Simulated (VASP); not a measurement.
# GaN (I-4m2) in VASP: single point with r2SCAN

Aim: the single point of GaN with r2SCAN.

Everything below comes from runs of VASP 6.6.1. Logs are shortened: lines on timing, memory, paths and dates and some standing lists are left out, and cuts for length are marked.

## 1. The cell of the first run

The structure is tetragonal, space group I-4m2 (No. 119). The conventional cell has a = 3.244 Å, b = 3.244 Å, c = 4.399 Å, α = 90.00°, β = 90.00°, γ = 90.00°. Within 2.6 Å of Ga (site symmetry -4m2) lie 4 N at 1.96 Å. Within 2.6 Å of N (site symmetry -4m2) lie 4 Ga at 1.96 Å.

## 2. Single point, r2SCAN (in-plane strain +0.02, then relaxed in part)

Contents of POSCAR:

```
GaN
1.0
    2.2939239360      2.2939239360      0.0000000000
   -2.2939239360      2.2939239360      0.0000000000
    0.0000000000      2.2939239360      2.1992983670
Ga N
1 1
Direct
    0.0000000000      0.0000000000      0.0000000000
    0.2500000000      0.7500000000      0.5000000000
```

Contents of INCAR.step1:

```
PREC = Accurate ; ENCUT = 520
ISMEAR = 0 ; SIGMA = 0.01
LREAL = False ; LASPH = True
NELM = 80 ; NBANDS = 16
GGA = PE ; ALGO = Normal
EDIFF = 1E-4 ; LWAVE = True
LCHARG = False
```

Contents of INCAR.step2:

```
PREC = Accurate ; ENCUT = 520
EDIFF = 1E-7 ; ISMEAR = 0
SIGMA = 0.01 ; LREAL = False
LASPH = True ; NELM = 80
ALGO = Normal ; ISIF = 2
LWAVE = False ; LCHARG = False
METAGGA = R2SCAN ; LMIXTAU = True
NBANDS = 16 ; ISTART = 1
```

Contents of KPOINTS:

```
Automatic mesh
0
Gamma
  10 10 10
```

Potentials or basis: VASP PAW PBE potentials, release 64 (Ga_d, N).

The run is started by

```sh
> cat potpaw_PBE.64/Ga_d/POTCAR potpaw_PBE.64/N/POTCAR > POTCAR
> cp INCAR.step1 INCAR
> mpirun -np 1 vasp_std > vasp.out
> cp INCAR.step2 INCAR
> mpirun -np 1 vasp_std > vasp.out
```

OUTCAR:

```text
PREC = Accurate
   ENCUT = 520
   EDIFF = 1E-7
   ISMEAR = 0
   LREAL = False
   LASPH = True
   NELM = 80
   ISIF = 2
   METAGGA = R2SCAN
   ISTART = 1

 ion  position               nearest neighbor table
   1  0.000  0.000  0.000-   2 1.96   2 1.96   2 1.96   2 1.96
   2  0.250  0.750  0.500-   1 1.96   1 1.96   1 1.96   1 1.96

  LATTYP: Found a body centered tetragonal cell.
 ALAT       =     3.2440983413
 C/A-ratio  =     1.3558765090

  Lattice vectors:

 A1 = (   2.2939239360,   0.0000000000,  -2.1992983670)
 A2 = (  -2.2939239360,   0.0000000000,  -2.1992983670)
 A3 = (   0.0000000000,   2.2939239360,   2.1992983670)

Analysis of symmetry for initial positions (statically):
=====================================================================
 Subroutine PRICEL returns:
 Original cell was already a primitive cell.

 Routine SETGRP: Setting up the symmetry group for a
 body centered tetragonal supercell.

 Subroutine GETGRP returns: Found  8 space group operations
 (whereof  8 operations were pure point group operations)
 out of a pool of 16 trial point group operations.

The static configuration has the point symmetry D_2d.

Analysis of symmetry for dynamics (positions and initial velocities):
=====================================================================
 Subroutine PRICEL returns:
 Original cell was already a primitive cell.

 Routine SETGRP: Setting up the symmetry group for a
 body centered tetragonal supercell.

 Subroutine GETGRP returns: Found  8 space group operations
 (whereof  8 operations were pure point group operations)
 out of a pool of 16 trial point group operations.

The dynamic configuration has the point symmetry D_2d.

 Subroutine INISYM returns: Found  8 space group operations
 (whereof  8 operations are pure point group operations),
 and found     1 'primitive' translations

----------------------------------------------------------------------------------------

                                     Primitive cell

  volume of cell :      23.1458

  direct lattice vectors                    reciprocal lattice vectors
     2.293923936  2.293923936  0.000000000     0.217967123  0.217967123 -0.227345233
    -2.293923936  2.293923936  0.000000000    -0.217967123  0.217967123 -0.227345233
     0.000000000  2.293923936  2.199298367     0.000000000  0.000000000  0.454690466

  length of vectors
     3.244098341  3.244098341  3.177892435     0.383021133  0.383021133  0.454690466

  position of ions in fractional coordinates (direct lattice)
     0.000000000  0.000000000  0.000000000
     0.250000000  0.750000000  0.500000000

  ion indices of the primitive-cell ions
   primitive index   ion index
                 1           1
                 2           2

----------------------------------------------------------------------------------------

 KPOINTS: Automatic mesh

Automatic generation of k-mesh.
 Grid dimensions read from file:
 generate k-points for:   10   10   10

 Generating k-lattice:

  Cartesian coordinates                     Fractional coordinates (reciprocal lattice)
     0.021796712  0.021796712 -0.022734523     0.100000000  0.000000000  0.000000000
    -0.021796712  0.021796712 -0.022734523     0.000000000  0.100000000  0.000000000
     0.000000000  0.000000000  0.045469047     0.000000000  0.000000000  0.100000000

  Length of vectors
     0.038302113  0.038302113  0.045469047

  Shift w.r.t. Gamma in fractional coordinates (k-lattice)
     0.000000000  0.000000000  0.000000000

 Subroutine IBZKPT returns following result:
 ===========================================

 Found    102 irreducible k-points:

 Following reciprocal coordinates:
            Coordinates               Weight
  0.000000  0.000000  0.000000      1.000000
  0.100000  0.000000 -0.000000      8.000000
  0.200000  0.000000 -0.000000      8.000000
  0.300000  0.000000 -0.000000      8.000000
  0.400000  0.000000  0.000000      8.000000
  0.500000  0.000000 -0.000000      4.000000
[... 16 lines left out ...]
  0.300000  0.300000 -0.000000      8.000000
  0.400000  0.300000  0.000000     16.000000
 [... further k-points ...]
   k-points           NKPTS =    102   k-points in BZ     NKDIM =    102   number of bands    NBANDS=     16
   number of dos      NEDOS =    301   number of ions     NIONS =      2
   total plane-waves  NPLWV =  13824
   dimension x,y,z NGX =    24 NGY =   24 NGZ =   24
   dimension x,y,z NGXF=    48 NGYF=   48 NGZF=   48
   ions per type =               1   1
   NGX,Y,Z   is equivalent  to a cutoff of  12.30, 12.30, 12.56 a.u.
   NGXF,Y,Z  is equivalent  to a cutoff of  24.60, 24.60, 25.11 a.u.
 SYSTEM =  unknown system
   PREC   = accura    normal or accurate (medium, high low for compatibility)
   ISTART =      1    job   : 0-new  1-cont  2-samecut
   ICHARG =      0    charge: 1-file 2-atom 10-const
   ISPIN  =      1    spin polarized calculation?
   LNONCOLLINEAR =      F non collinear calculations
   LSORBIT =      F    spin-orbit coupling
   LASPH  =      T    aspherical Exc in radial PAW
   ENCUT  =  520.0 eV  38.22 Ry    6.18 a.u.   6.03  6.03  5.91*2*pi/ulx,y,z
   NELM   =     80;   NELMIN=  2; NELMDL=  0     # of ELM steps
   EDIFF  = 0.1E-06   stopping-criterion for ELM
   LREAL  =      F    real-space projection
   EDIFFG = 0.1E-05   stopping-criterion for IOM
   NSW    =      0    number of steps for IOM
   IBRION =     -1    ionic relax: 0-MD 1-quasi-New 2-CG
   NFREE  =      0    steps in history (QN), initial steepest desc. (CG)
   ISIF   =      2    stress and relaxation
   ISYM   =      2    0-nonsym 1-usesym 2-fastsym
   POTIM  = 0.5000    time-step for ionic-motion
   TEBEG  =    0.0;   TEEND  =   0.0 temperature during run
   PSTRESS=    0.0 pullay stress
   NELECT =      18.0000    total number of electrons
   NUPDOWN=      -1.0000    fix difference up-down
   EMIN   =  10.00;   EMAX   =-10.00  energy-range for DOS
   EFERMI =   0.00;   METHOD = LEGACY
   ISMEAR =     0;   SIGMA  =   0.01  broadening in eV -4-tet -1-fermi 0-gaus
   EFERMI_NEDOS =   21; number of points for ismear=-14 and -15
   IALGO  =     38    algorithm
   IMIX   =      4    mixing-type and parameters
     AMIX     =   0.40;   BMIX     =  1.00
     AMIX_MAG =   1.60;   BMIX_MAG =  1.00
  volume/ion in A,a.u.               =      11.57        78.10
  Fermi-wavevector in a.u.,A,eV,Ry     =   1.505480  2.844944 30.837190  2.266470
  Thomas-Fermi vector in A             =   2.616323
   LORBIT       =      0    0 simple, 1 ext, 2 COOP (PROOUT), +10 PAW based schemes
   METAGGA = R2SCAN    functional components
   LHFCALC =     F    Hartree Fock is set to
   AEXX    =    0.0000 exact exchange contribution
   IVDW    =     0    specifies the selected vdW correction
   LEPSILON=     F    determine dielectric tensor
   LRPA    =     F    only Hartree local field effects (RPA)
 non-spin polarized calculation
 Gauss-broadening in eV      SIGMA  =   0.01
  energy-cutoff  :      520.00
  volume of cell :       23.15
 maximum number of plane-waves:       636
   NGX = 13   NGY = 13   NGZ = 11

 number of electron      17.9999997 magnetization

 Free energy of the ion-electron system (eV)
  ---------------------------------------------------
  ext. energy  EPLUGINS =         0.00000000
  ---------------------------------------------------
  free energy    TOTEN  =       -21.88474141 eV

  energy without entropy =      -21.88474141  energy(sigma->0) =      -21.88474141

 E-fermi :   5.0548     XC(G=0): -12.5705

 val. band max:        5.0156913266   @ k =   0.0000   0.0000   0.0000
 cond. band min:       6.9354420165   @ k =   0.0000   0.0000   0.0000
 fundamental gap:      1.9197506899
 Fermi energy:         5.0548254039

 k-point     1 :       0.0000    0.0000    0.0000
  band No.  band energies     occupation
      1     -11.7352      2.00000
      2      -8.9440      2.00000
      3      -8.9440      2.00000
      4      -8.9024      2.00000
      5      -8.5936      2.00000
      6      -8.5926      2.00000
[... 8 lines left out ...]
     15      24.0754      0.00000
     16      24.0754      0.00000

 k-point     2 :       0.1000    0.0000   -0.0000
  band No.  band energies     occupation
      1     -11.6269      2.00000
      2      -8.9303      2.00000
      3      -8.9155      2.00000
      4      -8.8766      2.00000
      5      -8.5945      2.00000
      6      -8.5937      2.00000
[... 8 lines left out ...]
     15      22.8196      0.00000
     16      23.9125      0.00000

 k-point     3 :       0.2000    0.0000   -0.0000
  band No.  band energies     occupation
      1     -11.3512      2.00000
      2      -8.8984      2.00000
      3      -8.8720      2.00000
      4      -8.7269      2.00000
      5      -8.5941      2.00000
      6      -8.5892      2.00000
[... 8 lines left out ...]
     15      22.0886      0.00000
     16      22.9679      0.00000

 k-point     4 :       0.3000    0.0000   -0.0000
  band No.  band energies     occupation
      1     -11.0460      2.00000
      2      -8.8695      2.00000
      3      -8.8402      2.00000
      4      -8.5912      2.00000
      5      -8.5720      2.00000
      6      -8.3470      2.00000
[... 8 lines left out ...]
     15      22.8375      0.00000
     16      23.0862      0.00000
[... 324 lines left out ...]
 k-point    22 :      -0.2000    0.2000    0.0000
  band No.  band energies     occupation
      1     -11.2411      2.00000
      2      -8.8414      2.00000
      3      -8.8133      2.00000
      4      -8.7756      2.00000
      5      -8.5975      2.00000
      6      -8.5617      2.00000
[... 8 lines left out ...]
     15      26.1790      0.00000
     16      26.8182      0.00000

 k-point    23 :       0.3000    0.3000   -0.0000
  band No.  band energies     occupation
      1     -10.6745      2.00000
      2      -8.8189      2.00000
      3      -8.7303      2.00000
      4      -8.6213      2.00000
      5      -8.5878      2.00000
      6      -7.2107      2.00000
[... 8 lines left out ...]
     15      23.4755      0.00000
     16      28.2212      0.00000

 k-point    24 :       0.4000    0.3000    0.0000
  band No.  band energies     occupation
      1     -10.6331      2.00000
      2      -8.8053      2.00000
      3      -8.6990      2.00000
      4      -8.6431      2.00000
      5      -8.5661      2.00000
      6      -7.0264      2.00000
[... 8 lines left out ...]
     15      25.4617      0.00000
     16      28.4382      0.00000

 [... further k-points ...]

------------------------ aborting loop because EDIFF is reached ----------------------------------------

  FORCE on cell =-STRESS in cart. coord.  units (eV):
  Direction    XX          YY          ZZ          XY          YZ          ZX
  --------------------------------------------------------------------------------------
  -------------------------------------------------------------------------------------
  Total       -0.5743150     -0.5743150      0.1456937      0.0000000      0.0000000      0.0000000
  in kB      -39.7547099    -39.7547099     10.0850790      0.0000000      0.0000000      0.0000000
  external PRESSURE =     -23.1414469 kB  Pullay stress =       0.0000000 kB

 VOLUME and BASIS-vectors are now :
 -----------------------------------------------------------------------------
  energy-cutoff  :      520.00
  volume of cell :       23.15
      direct lattice vectors                 reciprocal lattice vectors
     2.293923936  2.293923936  0.000000000     0.217967123  0.217967123 -0.227345233
    -2.293923936  2.293923936  0.000000000    -0.217967123  0.217967123 -0.227345233
     0.000000000  2.293923936  2.199298367     0.000000000  0.000000000  0.454690466

 POSITION                                       TOTAL-FORCE (eV/Angst)
 -----------------------------------------------------------------------------------
      0.00000      0.00000      0.00000         0.000000     -0.000000      0.000000
     -1.14696      3.44089      1.09965        -0.000000      0.000000      0.000000
 -----------------------------------------------------------------------------------
    total drift:                                0.000037      0.000000     -0.000000

  FREE ENERGIE OF THE ION-ELECTRON SYSTEM (eV)
  ---------------------------------------------------
  free  energy   TOTEN  =       -21.8847414071 eV

  energy  without entropy=      -21.8847414071  energy(sigma->0) =      -21.88474141
```

Wall time 5.6 min (1 thread of AMD EPYC 7R13, shared host); peak memory 0.14 GiB.

Results:

```
Free energy            : -21.8847 eV
Pressure               : -2.3 GPa
Band gap on the k mesh : 1.92 eV
```

Levels at points of the mesh, in eV from the valence-band top:
```
           k point  band 6  band 7  band 8  band 9  band 10  band 11  band 12  band 13
(0.00, 0.00, 0.00)  -13.61   -0.18   -0.18    0.00     1.92    10.73    10.86    10.86
(0.50, 0.00, 0.00)  -12.48   -7.20   -1.26   -0.95     4.92     9.27    10.51    11.20
(0.50, 0.50, 0.00)  -12.17   -6.44   -2.76   -2.73     3.74     7.29    12.16    14.27
(0.00, 0.00, 0.50)  -11.96   -5.98   -3.07   -3.07     3.48     6.58    12.78    14.55
```

Caveat: the cell differs from its parent crystal (in-plane strain +0.02, then relaxed in part); the PAW data sets were made with another functional, which shifts forces and pressure a little.
